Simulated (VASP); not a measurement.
# CuO in VASP: notebook

CuO is run at these levels: PBEsol; tasks: single point.

Program: VASP 6.6.1. These are calculated values, not measurements. Logs are shortened: lines on timing, memory, paths and dates and some standing lists are left out, and cuts for length are marked.

## Step 1: The cell of the first run

The structure is monoclinic, space group Cc (No. 9). The conventional cell has a = 4.689 Å, b = 3.427 Å, c = 5.132 Å, α = 90.00°, β = 99.65°, γ = 90.00°. Cu (site symmetry 1) has 4 O at 1.91 to 2.02 Å within 2.5 Å. O (site symmetry 1) has 4 Cu at 1.91 to 2.02 Å within 2.5 Å.

## Step 2: Single point, PBEsol

INCAR reads:

```
SYSTEM = CuO
PREC = Accurate
ENCUT = 820
EDIFF = 1E-6
ISMEAR = 0
SIGMA = 0.05
LREAL = .False.
LASPH = .True.
NELM = 120
ALGO = Normal
ISIF = 2
LWAVE = .False.
LCHARG = .False.
GGA = PS
NBANDS = 33
GGA_COMPAT = .False.
```

KPOINTS reads:

```
regular mesh
0
Gamma
  8 8 4
  0 0 0
```

POSCAR reads:

```
CuO
1.0
    2.3446500000     -1.7134000000      0.0000000000
    2.3446500000      1.7134000000      0.0000000000
   -0.8605500000      0.0000000000      5.0594400000
Cu O
2 2
Direct
    0.0032000000      0.4968000000      0.0000000000
    0.4968000000      0.0032000000      0.5000000000
    0.5714000000      0.4056000000      0.2537000000
    0.4056000000      0.5714000000      0.7537000000
```

Potentials or basis: VASP PAW PBE potentials, release 64 (Cu_sv_GW, O).

Launch:

```
> cat potpaw_PBE.64/Cu_sv_GW/POTCAR potpaw_PBE.64/O/POTCAR > POTCAR
> mpirun -np 1 vasp_std > vasp.out
```

OUTCAR:

```text
SYSTEM = CuO
   PREC = Accurate
   ENCUT = 820
   EDIFF = 1E-6
   ISMEAR = 0
   LREAL = .False.
   LASPH = .True.
   NELM = 120
   ISIF = 2
   GGA = PS

 ion  position               nearest neighbor table
   1  0.003  0.497  0.000-   4 1.91   3 1.93   4 1.98   3 2.02
   2  0.497  0.003  0.500-   3 1.91   4 1.93   3 1.98   4 2.02
   3  0.571  0.406  0.254-   2 1.91   1 1.93   2 1.98   1 2.02
   4  0.406  0.571  0.754-   1 1.91   2 1.93   1 1.98   2 2.02

  LATTYP: Found a base centered monoclinic cell.
 ALAT       =     4.6893000000
 B/A-ratio  =     0.7307700510
 C/A-ratio  =     1.0944283424
 COS(beta)  =    -0.1676798048

  Lattice vectors:

 A1 = (   2.3446500000,  -1.7134000000,   0.0000000000)
 A2 = (   2.3446500000,   1.7134000000,   0.0000000000)
 A3 = (  -0.8605500000,   0.0000000000,   5.0594400000)

Analysis of symmetry for initial positions (statically):
=====================================================================
 Subroutine PRICEL returns:
 Original cell was already a primitive cell.

 Routine SETGRP: Setting up the symmetry group for a
 base centered monoclinic supercell.

 Subroutine GETGRP returns: Found  2 space group operations
 (whereof  1 operations were pure point group operations)
 out of a pool of  4 trial point group operations.

The static configuration has the point symmetry C_1 .
 The point group associated with its full space group is C_1h.

Analysis of symmetry for dynamics (positions and initial velocities):
=====================================================================
 Subroutine PRICEL returns:
 Original cell was already a primitive cell.

 Routine SETGRP: Setting up the symmetry group for a
 base centered monoclinic supercell.

 Subroutine GETGRP returns: Found  2 space group operations
 (whereof  1 operations were pure point group operations)
 out of a pool of  4 trial point group operations.

The dynamic configuration has the point symmetry C_1 .
 The point group associated with its full space group is C_1h.

 Subroutine INISYM returns: Found  2 space group operations
 (whereof  1 operations are pure point group operations),
 and found     1 'primitive' translations

----------------------------------------------------------------------------------------

                                     Primitive cell

  volume of cell :      40.6508

  direct lattice vectors                    reciprocal lattice vectors
     2.344650000 -1.713400000  0.000000000     0.213251445 -0.291817439  0.036271510
     2.344650000  1.713400000  0.000000000     0.213251445  0.291817439  0.036271510
    -0.860550000  0.000000000  5.059440000     0.000000000  0.000000000  0.197650333

  length of vectors
[... 90 lines left out ...]
   IBRION =     -1    ionic relax: 0-MD 1-quasi-New 2-CG
   NFREE  =      0    steps in history (QN), initial steepest desc. (CG)
   ISIF   =      2    stress and relaxation
   ISYM   =      2    0-nonsym 1-usesym 2-fastsym
   POTIM  = 0.5000    time-step for ionic-motion
   TEBEG  =    0.0;   TEEND  =   0.0 temperature during run
   PSTRESS=    0.0 pullay stress
   NELECT =      50.0000    total number of electrons
   NUPDOWN=      -1.0000    fix difference up-down
   EMIN   =  10.00;   EMAX   =-10.00  energy-range for DOS
   EFERMI =   0.00;   METHOD = LEGACY
   ISMEAR =     0;   SIGMA  =   0.05  broadening in eV -4-tet -1-fermi 0-gaus
   EFERMI_NEDOS =   21; number of points for ismear=-14 and -15
   IALGO  =     38    algorithm
   IMIX   =      4    mixing-type and parameters
     AMIX     =   0.40;   BMIX     =  1.00
     AMIX_MAG =   1.60;   BMIX_MAG =  1.00
  volume/ion in A,a.u.               =      10.16        68.58
  Fermi-wavevector in a.u.,A,eV,Ry     =   1.754049  3.314672 41.860887  3.076688
  Thomas-Fermi vector in A             =   2.824066
   LORBIT       =      0    0 simple, 1 ext, 2 COOP (PROOUT), +10 PAW based schemes
   GGA     = PS    functional components
   LHFCALC =     F    Hartree Fock is set to
   AEXX    =    0.0000 exact exchange contribution
   IVDW    =     0    specifies the selected vdW correction
   LEPSILON=     F    determine dielectric tensor
   LRPA    =     F    only Hartree local field effects (RPA)
 non-spin polarized calculation
 Gauss-broadening in eV      SIGMA  =   0.05
  energy-cutoff  :      820.00
  volume of cell :       40.65
 maximum number of plane-waves:      2186
   NGX = 13   NGY = 13   NGZ = 23

 number of electron      49.9999991 magnetization

 Free energy of the ion-electron system (eV)
  ---------------------------------------------------
  ext. energy  EPLUGINS =         0.00000000
  ---------------------------------------------------
  free energy    TOTEN  =       -21.47964240 eV

  energy without entropy =      -21.47707278  energy(sigma->0) =      -21.47835759

 E-fermi :   5.5445     XC(G=0): -12.5401

 val. band max:        5.5415625040   @ k =   0.2500   0.2500   0.5000
 cond. band min:       5.5568084519   @ k =   0.3750   0.2500   0.5000
 fundamental gap:      0.0152459479
 Fermi energy:         5.5444808821

 k-point     1 :       0.0000    0.0000    0.0000
  band No.  band energies     occupation
      1    -106.7163      2.00000
      2    -106.7157      2.00000
      3     -64.3952      2.00000
      4     -64.3951      2.00000
      5     -64.3674      2.00000
      6     -64.3584      2.00000
[... 853 lines left out ...]
     32      20.0945      0.00000
     33      20.7921      0.00000

 [... further k-points ...]

------------------------ aborting loop because EDIFF is reached ----------------------------------------

  FORCE on cell =-STRESS in cart. coord.  units (eV):
  Direction    XX          YY          ZZ          XY          YZ          ZX
  --------------------------------------------------------------------------------------
  -------------------------------------------------------------------------------------
  Total       -0.9795486     -0.3064542     -1.3294948      0.0000000      0.0000000     -0.2588704
  in kB      -38.6071157    -12.0783300    -52.3996022      0.0000000      0.0000000    -10.2029008
  external PRESSURE =     -34.3616826 kB  Pullay stress =       0.0000000 kB

 VOLUME and BASIS-vectors are now :
 -----------------------------------------------------------------------------
  energy-cutoff  :      820.00
  volume of cell :       40.65
      direct lattice vectors                 reciprocal lattice vectors
     2.344650000 -1.713400000  0.000000000     0.213251445 -0.291817439  0.036271510
     2.344650000  1.713400000  0.000000000     0.213251445  0.291817439  0.036271510
    -0.860550000  0.000000000  5.059440000     0.000000000  0.000000000  0.197650333

 POSITION                                       TOTAL-FORCE (eV/Angst)
 -----------------------------------------------------------------------------------
      1.17233      0.84573      0.00000        -0.597696      0.330285      0.229914
      0.74205     -0.84573      2.52972        -0.597696     -0.330285      0.229914
      2.07240     -0.28408      1.28358         0.597696      0.410891     -0.229914
      1.64213      0.28408      3.81330         0.597696     -0.410891     -0.229914
 -----------------------------------------------------------------------------------
    total drift:                                0.000405      0.000000      0.000270

  FREE ENERGIE OF THE ION-ELECTRON SYSTEM (eV)
  ---------------------------------------------------
  free  energy   TOTEN  =       -21.4796424033 eV

  energy  without entropy=      -21.4770727821  energy(sigma->0) =      -21.47835759
```

It took 3.6 min on 1 thread of AMD EPYC 7R43 (Zen 3), shared host; peak memory 0.3 GiB.

What came out:

```
Free energy            : -21.4796 eV
Pressure               : -3.4 GPa
Largest force          : 0.761 eV/Å
Band gap on the k mesh : zero (bands 25 and 26 overlap by 0.68 eV)
```

Forces in eV/Å, atoms in the order of the input:
```
Cu  -0.598  0.330  0.230
Cu  -0.598 -0.330  0.230
O    0.598  0.411 -0.230
O    0.598 -0.411 -0.230
```

Stress tensor (GPa, compression positive):
```
-3.86  0.00 -1.02
 0.00 -1.21  0.00
-1.02  0.00 -5.24
```

Caveat: the cell stands under tension; the PAW data sets were made with another functional, which shifts forces and pressure a little; semilocal functionals often make such compounds metallic where correlation or magnetic order opens a gap, which also shifts bond lengths. With open d or f shells a metallic result of PBEsol can be an artefact of self-interaction; +U or a hybrid may open a gap.

## Step 3: Single point, PBEsol

This run uses another cell than the first one, of 10.03 Å³/atom.

INCAR reads:

```
SYSTEM = CuO
PREC = Accurate
ENCUT = 820
EDIFF = 1E-6
ISMEAR = 0
SIGMA = 0.1
LREAL = .FALSE.
LASPH = .TRUE.
NELM = 120
ALGO = Normal
ISIF = 2
LWAVE = .FALSE.
LCHARG = .TRUE.
GGA = PS
LELF = .TRUE.
LVHAR = .TRUE.
NBANDS = 33
GGA_COMPAT = .FALSE.
```

KPOINTS reads:

```
regular mesh
0
G
  4 4 4
  0 0 0
```

POSCAR reads:

```
CuO
1.0
    2.3404404522     -1.7107783127     -0.0229301573
    2.3197430003      1.6824555157     -0.0101368612
   -0.8908838133      0.0240860588      5.0786274137
Cu O
2 2
Direct
   -0.0082652229      0.4939545091     -0.0055067082
    0.4909130835     -0.0195801087      0.4987901057
    0.5733962104      0.3983939412      0.2576963426
    0.3918683292      0.5610426818      0.7397132466
```

Potentials or basis: VASP PAW PBE potentials, release 64 (Cu_sv_GW, O).

Launch:

```
> cat potpaw_PBE.64/Cu_sv_GW/POTCAR potpaw_PBE.64/O/POTCAR > POTCAR
> mpirun -np 1 vasp_std > vasp.out
```

Wall time 1.9 min (1 thread of Intel Xeon Platinum 8259CL at 2.50GHz (Skylake/Cascade Lake), shared host); peak memory 0.25 GiB.

Results (log left out):

* Free energy: -21.5074 eV
* Pressure: -1.9 GPa
* Largest force: 0.803 eV/Å
* Band gap on the k mesh: zero (bands 25 and 26 overlap by 0.57 eV)

Forces in eV/Å, atoms in the order of the input:
```
Cu  -0.414  0.120  0.329
Cu  -0.123 -0.031 -0.039
O    0.225  0.260 -0.726
O    0.313 -0.350  0.436
```

Stress tensor (GPa, compression positive):
```
-2.24  1.66  0.23
 1.66  0.61  2.17
 0.23  2.17 -4.20
```

Levels at points of the mesh, in eV from the Fermi level:
```
           k point  band 22  band 23  band 24  band 25  band 26  band 27  band 28  band 29
(0.00, 0.00, 0.00)    -2.15    -2.10    -1.64     0.18     0.94     1.66     5.88     8.12
(0.50, 0.00, 0.00)    -1.60    -1.56    -1.41    -0.07     0.40     4.86     6.25     6.80
(0.00, 0.50, 0.00)    -1.56    -1.39    -1.33    -0.05     0.13     4.56     6.19     7.25
(0.50, 0.50, 0.00)    -2.01    -1.67    -1.19    -0.57     1.08     3.26     6.86     8.42
(0.00, 0.00, 0.50)    -2.15    -1.54    -1.39     0.09     0.40     3.73     4.04    11.06
(0.50, 0.00, 0.50)    -2.04    -1.75    -1.53    -0.07     0.82     5.27     6.07     7.98
(0.00, 0.50, 0.50)    -2.09    -1.69    -1.55    -0.07     0.70     4.71     6.83     8.11
(0.50, 0.50, 0.50)    -1.64    -1.29    -1.22    -0.45    -0.34     5.05     5.24     8.54
```

Caveat: the k points lie up to 0.58 Å⁻¹ apart, too coarse for converged energies and pressures of a metal; the PAW data sets were made with another functional, which shifts forces and pressure a little; semilocal functionals often make such compounds metallic where correlation or magnetic order opens a gap, which also shifts bond lengths.

## Step 4: Single point, PBEsol

INCAR reads:

```
SYSTEM = CuO
PREC     = Accurate       ! precision mode
ENCUT    = 520            ! plane-wave cutoff, eV
EDIFF    = 1E-6           ! SCF threshold, eV
ISMEAR   = -1             ! smearing method
SIGMA    = 0.5            ! smearing width, eV
LREAL    = .False.        ! projectors in reciprocal space
LASPH    = .True.         ! aspherical terms in the spheres
NELM     = 80             ! most SCF steps
ALGO     = Normal         ! electronic algorithm
ISIF     = 2              ! what is computed and relaxed
LWAVE    = .False.        ! write WAVECAR
LCHARG   = .True.         ! write CHGCAR
GGA      = PS             ! functional
LELF     = .True.         ! ELF
LVHAR    = .True.       
NBANDS   = 25             ! bands
```

KPOINTS reads:

```
Automatic mesh
0
Gamma
  16 16 8
  0 0 0
```

POSCAR reads:

```
CuO
1.0
    2.3446500000     -1.7134000000      0.0000000000
    2.3446500000      1.7134000000      0.0000000000
   -0.8605500000      0.0000000000      5.0594400000
Cu O
2 2
Direct
    0.0032000000      0.4968000000      0.0000000000
    0.4968000000      0.0032000000      0.5000000000
    0.5714000000      0.4056000000      0.2537000000
    0.4056000000      0.5714000000      0.7537000000
```

Potentials or basis: VASP PAW PBE potentials, release 64 (Cu, O).

Launch:

```
> cat potpaw_PBE.64/Cu/POTCAR potpaw_PBE.64/O/POTCAR > POTCAR
> mpirun -np 1 vasp_std > vasp.out
```

OUTCAR:

```text
SYSTEM = CuO
   PREC = Accurate
   ENCUT = 520
   EDIFF = 1E-6
   ISMEAR = -1
   LREAL = .False.
   LASPH = .True.
   NELM = 80
   ISIF = 2
   GGA = PS

 ion  position               nearest neighbor table
   1  0.003  0.497  0.000-   4 1.91   3 1.93   4 1.98   3 2.02
   2  0.497  0.003  0.500-   3 1.91   4 1.93   3 1.98   4 2.02
   3  0.571  0.406  0.254-   2 1.91   1 1.93   2 1.98   1 2.02
   4  0.406  0.571  0.754-   1 1.91   2 1.93   1 1.98   2 2.02

  LATTYP: Found a base centered monoclinic cell.
 ALAT       =     4.6893000000
 B/A-ratio  =     0.7307700510
 C/A-ratio  =     1.0944283424
 COS(beta)  =    -0.1676798048

  Lattice vectors:

 A1 = (   2.3446500000,  -1.7134000000,   0.0000000000)
 A2 = (   2.3446500000,   1.7134000000,   0.0000000000)
 A3 = (  -0.8605500000,   0.0000000000,   5.0594400000)

Analysis of symmetry for initial positions (statically):
=====================================================================
 Subroutine PRICEL returns:
 Original cell was already a primitive cell.

 Routine SETGRP: Setting up the symmetry group for a
 base centered monoclinic supercell.

 Subroutine GETGRP returns: Found  2 space group operations
[... 173 lines left out ...]
 val. band max:        5.6368963479   @ k =   0.2500   0.2500   0.1250
 cond. band min:       5.6429052190   @ k =   0.3125   0.1875   0.1250
 fundamental gap:      0.0060088711
 Fermi energy:         5.6388837820

 k-point     1 :       0.0000    0.0000    0.0000
  band No.  band energies     occupation
      1     -14.2144      2.00000
      2     -12.8528      2.00000
      3      -2.6166      2.00000
      4       0.0006      1.99997
      5       0.3405      1.99995
      6       2.0559      1.99846
[... 661 lines left out ...]
     24      20.8496      0.00000
     25      22.2429      0.00000

 [... further k-points ...]

------------------------ aborting loop because EDIFF is reached ----------------------------------------

  FORCE on cell =-STRESS in cart. coord.  units (eV):
  Direction    XX          YY          ZZ          XY          YZ          ZX
  --------------------------------------------------------------------------------------
  -------------------------------------------------------------------------------------
  Total        0.2269602      0.4485014      0.3484288      0.0000000      0.0000000     -0.2441331
  in kB        8.9452199     17.6768609     13.7326824      0.0000000      0.0000000     -9.6220598
  external PRESSURE =      13.4515878 kB  Pullay stress =       0.0000000 kB

 VOLUME and BASIS-vectors are now :
 -----------------------------------------------------------------------------
  energy-cutoff  :      520.00
  volume of cell :       40.65
      direct lattice vectors                 reciprocal lattice vectors
     2.344650000 -1.713400000  0.000000000     0.213251445 -0.291817439  0.036271510
     2.344650000  1.713400000  0.000000000     0.213251445  0.291817439  0.036271510
    -0.860550000  0.000000000  5.059440000     0.000000000  0.000000000  0.197650333

 POSITION                                       TOTAL-FORCE (eV/Angst)
 -----------------------------------------------------------------------------------
      1.17233      0.84573      0.00000        -0.613119      0.314975      0.236467
      0.74205     -0.84573      2.52972        -0.613119     -0.314975      0.236467
      2.07240     -0.28408      1.28358         0.613119      0.177548     -0.236467
      1.64213      0.28408      3.81330         0.613119     -0.177548     -0.236467
 -----------------------------------------------------------------------------------
    total drift:                               -0.000248      0.000000     -0.000501

  FREE ENERGIE OF THE ION-ELECTRON SYSTEM (eV)
  ---------------------------------------------------
  free  energy   TOTEN  =       -22.1612778958 eV

  energy  without entropy=      -20.4748663342  energy(sigma->0) =      -21.31807211
```

Wall time 4 min (1 thread of Intel Xeon 6975P-C (Granite Rapids), shared host); peak memory 0.53 GiB.

What came out:

```
Free energy            : -22.1613 eV
Pressure               : 1.3 GPa
Largest force          : 0.729 eV/Å
Band gap on the k mesh : zero (bands 17 and 18 overlap by 0.76 eV)
```

Forces on the atoms (eV/Å):
```
Cu  -0.613  0.315  0.236
Cu  -0.613 -0.315  0.236
O    0.613  0.178 -0.236
O    0.613 -0.178 -0.236
```

Caveat: so wide a smearing shifts energies and pressures; the PAW data sets were made with another functional, which shifts forces and pressure a little; semilocal functionals often make such compounds metallic where correlation or magnetic order opens a gap, which also shifts bond lengths.

(Part 1 of 2 ends here.)

The gap in the log of VASP goes by the Fermi energy; the results here count the filled bands.